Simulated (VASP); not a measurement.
# Au8S (Imm2) in VASP: a series of runs, part 2 of 2

VASP 6.6.1. The steps go on from the part before.

## (3) Single point, PBE

Input file INCAR:

```
  ALGO = Normal
  EDIFF = 1E-6
  ENCUT = 520
  GGA = PE
  ISIF = 2
  ISMEAR = -5
  LASPH = True
  LCHARG = False
  LREAL = False
  LWAVE = False
  NBANDS = 57
  NELECT = 95.0
  NELM = 60
  PREC = Accurate
  SIGMA = 0.1
```

Input file KPOINTS:

```
k-points
0
Gamma
  4 4 4
```

Input file POSCAR:

```
Au8S
1.0
   -2.9238730000      3.1716590000      4.3114740000
    5.8477460000      0.0000000000      0.0000000000
    2.9238730000      3.1716590000     -4.3114740000
Au S
8 1
Direct
    0.6250000000      0.3750000000      0.8750000000
    0.1250000000      0.3750000000      0.3750000000
    0.6250000000      0.8750000000      0.3750000000
    0.6250000000      0.3750000000      0.3750000000
    0.6250000000      0.8750000000      0.8750000000
    0.1250000000      0.8750000000      0.3750000000
    0.1250000000      0.8750000000      0.8750000000
    0.1250000000      0.3750000000      0.8750000000
    0.0000000000      0.0000000000      0.0000000000
```

Potentials or basis: VASP PAW PBE potentials, release 64 (Au, S).

Launch:

```console
$ cat potpaw_PBE.64/Au/POTCAR potpaw_PBE.64/S/POTCAR > POTCAR
$ mpirun -np 1 vasp_std > vasp.out
```

OUTCAR:

```text
EDIFF = 1E-6
   ENCUT = 520
   GGA = PE
   ISIF = 2
   ISMEAR = -5
   LASPH = True
   LREAL = False
   NELECT = 95.0
   NELM = 60
   PREC = Accurate

 ion  position               nearest neighbor table
   1  0.625  0.375  0.875-   5 2.92   5 2.92   7 3.05   8 3.05   3 3.05   4 3.05   3 3.05   4 3.05
                             8 3.05   7 3.05   2 3.17   2 3.17
   2  0.125  0.375  0.375-   6 2.92   6 2.92   3 3.05   8 3.05   7 3.05   8 3.05   4 3.05   7 3.05
                             4 3.05   3 3.05   1 3.17   1 3.17
   3  0.625  0.875  0.375-   4 2.92   4 2.92   5 3.05   6 3.05   1 3.05   5 3.05   1 3.05   2 3.05
                             6 3.05   2 3.05   7 3.17   7 3.17
   4  0.625  0.375  0.375-   3 2.92   3 2.92   1 3.05   6 3.05   1 3.05   5 3.05   2 3.05   5 3.05
                             2 3.05   6 3.05   8 3.17   8 3.17
   5  0.625  0.875  0.875-   9 1.92   1 2.92   1 2.92   8 3.05   3 3.05   3 3.05   4 3.05   7 3.05
                             4 3.05   7 3.05   8 3.05   6 3.17   6 3.17
   6  0.125  0.875  0.375-   9 1.92   2 2.92   2 2.92   7 3.05   3 3.05   7 3.05   8 3.05   4 3.05
                             8 3.05   3 3.05   4 3.05   5 3.17   5 3.17
   7  0.125  0.875  0.875-   9 1.82   8 2.92   8 2.92   1 3.05   5 3.05   2 3.05   6 3.05   2 3.05
                             6 3.05   5 3.05   1 3.05   3 3.17   3 3.17
   8  0.125  0.375  0.875-   9 1.82   7 2.92   7 2.92   1 3.05   2 3.05   2 3.05   6 3.05   6 3.05
                             5 3.05   1 3.05   5 3.05   4 3.17   4 3.17
   9  0.000  0.000  0.000-   8 1.82   7 1.82   5 1.92   6 1.92

  LATTYP: Found a body centered orthorhombic cell.
 ALAT       =     5.8477460000
 B/A-ratio  =     1.0847458149
 C/A-ratio  =     1.4745763581

  Lattice vectors:

 A1 = (  -2.9238730000,   3.1716590000,   4.3114740000)
 A2 = (   2.9238730000,  -3.1716590000,   4.3114740000)
 A3 = (   2.9238730000,   3.1716590000,  -4.3114740000)

Analysis of symmetry for initial positions (statically):
=====================================================================
 Subroutine PRICEL returns:
 Original cell was already a primitive cell.
[... 159 lines left out ...]
   IVDW    =     0    specifies the selected vdW correction
   LEPSILON=     F    determine dielectric tensor
   LRPA    =     F    only Hartree local field effects (RPA)
 non-spin polarized calculation
 Fermi weights with tetrahedron method with Bloechl corrections
  energy-cutoff  :      520.00
  volume of cell :      159.93
 maximum number of plane-waves:      4342
 NGX is ok and might be reduce to    48
   NGX = 23   NGY = 21   NGZ = 23

 number of electron      94.9999992 magnetization

 Free energy of the ion-electron system (eV)
  ---------------------------------------------------
  ext. energy  EPLUGINS =         0.00000000
  ---------------------------------------------------
  free energy    TOTEN  =        -8.75695249 eV

  energy without entropy =       -8.75695249  energy(sigma->0) =       -8.75695249

 E-fermi :   9.4419     XC(G=0): -12.2027

 val. band max:        9.3825031175   @ k =   0.2500   0.2500   0.0000
 cond. band min:       9.2167472369   @ k =   0.0000   0.0000   0.0000
 fundamental gap:     -0.1657558806
 Fermi energy:         9.4419300240

 k-point     1 :       0.0000    0.0000    0.0000
  band No.  band energies     occupation
      1      -9.8713      2.00000
      2      -2.2510      2.00000
      3      -2.2440      2.00000
      4      -2.1898      2.00000
      5       0.1990      2.00000
      6       1.4632      2.00000
[... 1069 lines left out ...]
     56      14.7636      0.00000
     57      14.9845      0.00000

------------------------ aborting loop because EDIFF is reached ----------------------------------------

  FORCE on cell =-STRESS in cart. coord.  units (eV):
  Direction    XX          YY          ZZ          XY          YZ          ZX
  --------------------------------------------------------------------------------------
  -------------------------------------------------------------------------------------
  Total       61.7329089     45.9829547     54.3164635      0.0000000      0.0000000      0.0000000
  in kB      618.4385714    460.6559665    544.1408269      0.0000000      0.0000000      0.0000000
  external PRESSURE =     541.0784549 kB  Pullay stress =       0.0000000 kB

 VOLUME and BASIS-vectors are now :
 -----------------------------------------------------------------------------
  energy-cutoff  :      520.00
  volume of cell :      159.93
      direct lattice vectors                 reciprocal lattice vectors
    -2.923873000  3.171659000  4.311474000     0.000000000  0.157646203  0.115969620
     5.847746000  0.000000000  0.000000000     0.171006059  0.000000000  0.115969620
     2.923873000  3.171659000 -4.311474000     0.000000000  0.157646203 -0.115969620

 POSITION                                       TOTAL-FORCE (eV/Angst)
 -----------------------------------------------------------------------------------
      2.92387      4.75749     -1.07787         0.000000     -0.121226      0.036825
      2.92387      1.58583     -1.07787         0.000000      0.121226      0.036825
      4.38581      3.17166      1.07787         0.018774      0.000000     -0.055496
      1.46194      3.17166      1.07787        -0.018774      0.000000     -0.055496
      5.84775      4.75749     -1.07787         0.000000    -10.524787     -7.264268
      5.84775      1.58583     -1.07787         0.000000     10.524787     -7.264268
      7.30968      3.17166     -3.23361       -15.801032      0.000000     11.563991
      4.38581      3.17166     -3.23361        15.801032      0.000000     11.563991
      0.00000      0.00000      0.00000         0.000000      0.000000     -8.562105
 -----------------------------------------------------------------------------------
    total drift:                               -0.000001     -0.000000      0.000086

  FREE ENERGIE OF THE ION-ELECTRON SYSTEM (eV)
  ---------------------------------------------------
  free  energy   TOTEN  =        -8.7569524856 eV

  energy  without entropy=       -8.7569524856  energy(sigma->0) =       -8.75695249
```

OSZICAR:

```text
N       E                     dE             d eps       ncg     rms          rms(c)
DAV:   1     0.695449770398E+03    0.69545E+03   -0.48764E+04  2052   0.160E+03
DAV:   2     0.165013110616E+02   -0.67895E+03   -0.64465E+03  2208   0.359E+02
DAV:   3    -0.115045604331E+02   -0.28006E+02   -0.27320E+02  2276   0.685E+01
DAV:   4    -0.119452491696E+02   -0.44069E+00   -0.44070E+00  2254   0.890E+00
DAV:   5    -0.119514706781E+02   -0.62215E-02   -0.62639E-02  2307   0.110E+00    0.464E+01
DAV:   6    -0.909590366292E+01    0.28556E+01   -0.95157E+00  2216   0.197E+01    0.276E+01
DAV:   7    -0.880998369919E+01    0.28592E+00   -0.14420E+00  2150   0.693E+00    0.983E+00
DAV:   8    -0.876138191035E+01    0.48602E-01   -0.10543E-01  2322   0.287E+00    0.160E+00
DAV:   9    -0.875706014459E+01    0.43218E-02   -0.21749E-02  2233   0.984E-01    0.474E-01
DAV:  10    -0.875693844163E+01    0.12170E-03   -0.19488E-03  2367   0.202E-01    0.187E-01
DAV:  11    -0.875694367379E+01   -0.52322E-05   -0.24503E-04  2218   0.811E-02    0.949E-02
DAV:  12    -0.875694766224E+01   -0.39884E-05   -0.35061E-05  2285   0.393E-02    0.213E-02
DAV:  13    -0.875695209504E+01   -0.44328E-05   -0.44501E-06  1974   0.103E-02    0.116E-02
DAV:  14    -0.875695248560E+01   -0.39057E-06   -0.12889E-06  1386   0.627E-03
   1 F= -.87569525E+01 E0= -.87569525E+01  d E =0.000000E+00
```

stdout:

```text
POSCAR found type information on POSCAR AuS
 POSCAR found :  2 types and       9 ions
 scaLAPACK will be used
 LDA part: xc-table for (Slater+PW92), standard interpolation
 POSCAR, INCAR and KPOINTS ok, starting setup
 FFT: planning ... GRIDC
 FFT: planning ... GRID_SOFT
 FFT: planning ... GRID
 WAVECAR not read
 entering main loop
 the old and the new charge density differ
 old charge density:    94.00000 new   95.00000
    0.464E+01
 -----------------------------------------------------------------------------
|                                                                             |
|           W    W    AA    RRRRR   N    N  II  N    N   GGGG   !!!           |
|           W    W   A  A   R    R  NN   N  II  NN   N  G    G  !!!           |
|           W    W  A    A  R    R  N N  N  II  N N  N  G       !!!           |
|           W WW W  AAAAAA  RRRRR   N  N N  II  N  N N  G  GGG   !            |
|           WW  WW  A    A  R   R   N   NN  II  N   NN  G    G                |
|           W    W  A    A  R    R  N    N  II  N    N   GGGG   !!!           |
|                                                                             |
|     Tetrahedron method does not include variations of the Fermi             |
|     occupations, so forces and stress will be inaccurate. We suggest        |
|     using a different smearing scheme ISMEAR = 1 or 2 for metals in         |
|     relaxations.                                                            |
|                                                                             |
 -----------------------------------------------------------------------------
```

Run time: 2.7 min. Hardware: 1 thread of Intel Xeon Platinum 8488C (Sapphire Rapids), shared host; peak memory 0.38 GiB.

What came out:

```
Free energy   : -8.7570 eV
Largest force : 19.581 eV/Å
```

Forces on the atoms (eV/Å):
```
Au    0.000  -0.121   0.037
Au    0.000   0.121   0.037
Au    0.019   0.000  -0.055
Au   -0.019   0.000  -0.055
Au    0.000 -10.525  -7.264
Au    0.000  10.525  -7.264
Au  -15.801   0.000  11.564
Au   15.801   0.000  11.564
S     0.000   0.000  -8.562
```

Caveat: the cell carries a net charge on a neutralising background, which shifts energy and pressure; the cell is charged against a uniform background, so pressure and absolute levels hang on convention; spin-orbit coupling is left out, which moves the levels of the heavy elements; forces of over 1 eV/Å act on the atoms, so gaps and moduli don't describe the material at rest; tetrahedron occupations give inexact forces and stress in metals.

## (4) Single point, PBE

Input file INCAR:

```
PREC = Accurate ; ENCUT = 520
EDIFF = 1E-6 ; ISMEAR = -1
SIGMA = 0.1 ; LREAL = F
LASPH = T ; NELM = 60
ALGO = Normal ; ISIF = 2
LWAVE = F ; LCHARG = F
GGA = PE ; NBANDS = 57
```

Input file KPOINTS:

```
Automatic mesh
0
Gamma
  4 4 4
```

POSCAR is that of step 3.

Potentials or basis: VASP PAW PBE potentials, release 64 (Au, S).

Launch:

```console
$ cat potpaw_PBE.64/Au/POTCAR potpaw_PBE.64/S/POTCAR > POTCAR
$ mpirun -np 1 vasp_std > vasp.out
```

OUTCAR:

```text
PREC = Accurate
   ENCUT = 520
   EDIFF = 1E-6
   ISMEAR = -1
   LREAL = F
   LASPH = T
   NELM = 60
   ISIF = 2
   GGA = PE

 ion  position               nearest neighbor table
   1  0.625  0.375  0.875-   5 2.92   5 2.92   7 3.05   8 3.05   3 3.05   4 3.05   3 3.05   4 3.05
                             8 3.05   7 3.05   2 3.17   2 3.17
   2  0.125  0.375  0.375-   6 2.92   6 2.92   3 3.05   8 3.05   7 3.05   8 3.05   4 3.05   7 3.05
                             4 3.05   3 3.05   1 3.17   1 3.17
   3  0.625  0.875  0.375-   4 2.92   4 2.92   5 3.05   6 3.05   1 3.05   5 3.05   1 3.05   2 3.05
                             6 3.05   2 3.05   7 3.17   7 3.17
   4  0.625  0.375  0.375-   3 2.92   3 2.92   1 3.05   6 3.05   1 3.05   5 3.05   2 3.05   5 3.05
                             2 3.05   6 3.05   8 3.17   8 3.17
   5  0.625  0.875  0.875-   9 1.92   1 2.92   1 2.92   8 3.05   3 3.05   3 3.05   4 3.05   7 3.05
                             4 3.05   7 3.05   8 3.05   6 3.17   6 3.17
   6  0.125  0.875  0.375-   9 1.92   2 2.92   2 2.92   7 3.05   3 3.05   7 3.05   8 3.05   4 3.05
                             8 3.05   3 3.05   4 3.05   5 3.17   5 3.17
   7  0.125  0.875  0.875-   9 1.82   8 2.92   8 2.92   1 3.05   5 3.05   2 3.05   6 3.05   2 3.05
                             6 3.05   5 3.05   1 3.05   3 3.17   3 3.17
   8  0.125  0.375  0.875-   9 1.82   7 2.92   7 2.92   1 3.05   2 3.05   2 3.05   6 3.05   6 3.05
                             5 3.05   1 3.05   5 3.05   4 3.17   4 3.17
   9  0.000  0.000  0.000-   8 1.82   7 1.82   5 1.92   6 1.92

  LATTYP: Found a body centered orthorhombic cell.
 ALAT       =     5.8477460000
 B/A-ratio  =     1.0847458149
 C/A-ratio  =     1.4745763581

  Lattice vectors:

 A1 = (  -2.9238730000,   3.1716590000,   4.3114740000)
 A2 = (   2.9238730000,  -3.1716590000,   4.3114740000)
 A3 = (   2.9238730000,   3.1716590000,  -4.3114740000)

Analysis of symmetry for initial positions (statically):
=====================================================================
 Subroutine PRICEL returns:
 Original cell was already a primitive cell.

 Routine SETGRP: Setting up the symmetry group for a
 body centered orthorhombic supercell.

 Subroutine GETGRP returns: Found  4 space group operations
[... 153 lines left out ...]
   LEPSILON=     F    determine dielectric tensor
   LRPA    =     F    only Hartree local field effects (RPA)
 non-spin polarized calculation
  energy-cutoff  :      520.00
  volume of cell :      159.93
 maximum number of plane-waves:      4342
 NGX is ok and might be reduce to    48
   NGX = 23   NGY = 21   NGZ = 23

 number of electron      93.9999992 magnetization

 Free energy of the ion-electron system (eV)
  ---------------------------------------------------
  ext. energy  EPLUGINS =         0.00000000
  ---------------------------------------------------
  free energy    TOTEN  =       -17.88100369 eV

  energy without entropy =      -17.77480213  energy(sigma->0) =      -17.82790291

 E-fermi :   8.9127     XC(G=0): -12.1271

 val. band max:        8.8925400614   @ k =   0.2500   0.0000   0.0000
 cond. band min:       8.9397887288   @ k =   0.5000  -0.2500   0.2500
 fundamental gap:      0.0472486673
 Fermi energy:         8.9126601413

 k-point     1 :       0.0000    0.0000    0.0000
  band No.  band energies     occupation
      1      -9.8612      2.00000
      2      -2.2372      2.00000
      3      -2.2250      2.00000
      4      -2.1797      2.00000
      5       0.2581      2.00000
      6       1.4729      2.00000
[... 1069 lines left out ...]
     56      14.8167      0.00000
     57      15.0279      0.00000

------------------------ aborting loop because EDIFF is reached ----------------------------------------

  FORCE on cell =-STRESS in cart. coord.  units (eV):
  Direction    XX          YY          ZZ          XY          YZ          ZX
  --------------------------------------------------------------------------------------
  -------------------------------------------------------------------------------------
  Total       45.5191688     30.0810688     38.2900649      0.0000000      0.0000000      0.0000000
  in kB      456.0097722    301.3513142    383.5888097      0.0000000      0.0000000      0.0000000
  external PRESSURE =     380.3166320 kB  Pullay stress =       0.0000000 kB

 VOLUME and BASIS-vectors are now :
 -----------------------------------------------------------------------------
  energy-cutoff  :      520.00
  volume of cell :      159.93
      direct lattice vectors                 reciprocal lattice vectors
    -2.923873000  3.171659000  4.311474000     0.000000000  0.157646203  0.115969620
     5.847746000  0.000000000  0.000000000     0.171006059  0.000000000  0.115969620
     2.923873000  3.171659000 -4.311474000     0.000000000  0.157646203 -0.115969620

 POSITION                                       TOTAL-FORCE (eV/Angst)
 -----------------------------------------------------------------------------------
      2.92387      4.75749     -1.07787         0.000000     -0.046051     -0.042717
      2.92387      1.58583     -1.07787         0.000000      0.046051     -0.042717
      4.38581      3.17166      1.07787         0.073474     -0.000000     -0.021728
      1.46194      3.17166      1.07787        -0.073474     -0.000000     -0.021728
      5.84775      4.75749     -1.07787         0.000000    -10.281436     -7.095575
      5.84775      1.58583     -1.07787         0.000000     10.281436     -7.095575
      7.30968      3.17166     -3.23361       -15.542248     -0.000000     11.395937
      4.38581      3.17166     -3.23361        15.542248     -0.000000     11.395937
      0.00000      0.00000      0.00000         0.000000     -0.000000     -8.471834
 -----------------------------------------------------------------------------------
    total drift:                               -0.000001     -0.000000      0.000055

  FREE ENERGIE OF THE ION-ELECTRON SYSTEM (eV)
  ---------------------------------------------------
  free  energy   TOTEN  =       -17.8810036923 eV

  energy  without entropy=      -17.7748021269  energy(sigma->0) =      -17.82790291
```

It took 2.4 min on 1 thread of Intel Xeon Platinum 8488C (Sapphire Rapids), shared host; peak memory 0.38 GiB.

Results:

```yaml
Free_energy: -17.8810 eV
Pressure: 38.0 GPa
Largest_force: 19.272 eV/Å
Band_gap_on_the_k_mesh: zero (bands 47 and 48 overlap by 0.21 eV)
```

Forces on the atoms (eV/Å):
```
Au    0.000  -0.046  -0.043
Au    0.000   0.046  -0.043
Au    0.073   0.000  -0.022
Au   -0.073   0.000  -0.022
Au    0.000 -10.281  -7.096
Au    0.000  10.281  -7.096
Au  -15.542   0.000  11.396
Au   15.542   0.000  11.396
S     0.000   0.000  -8.472
```

Caveat: the cell stands under pressure; spin-orbit coupling is left out, which moves the levels of the heavy elements; forces of over 1 eV/Å act on the atoms, so gaps and moduli don't describe the material at rest.
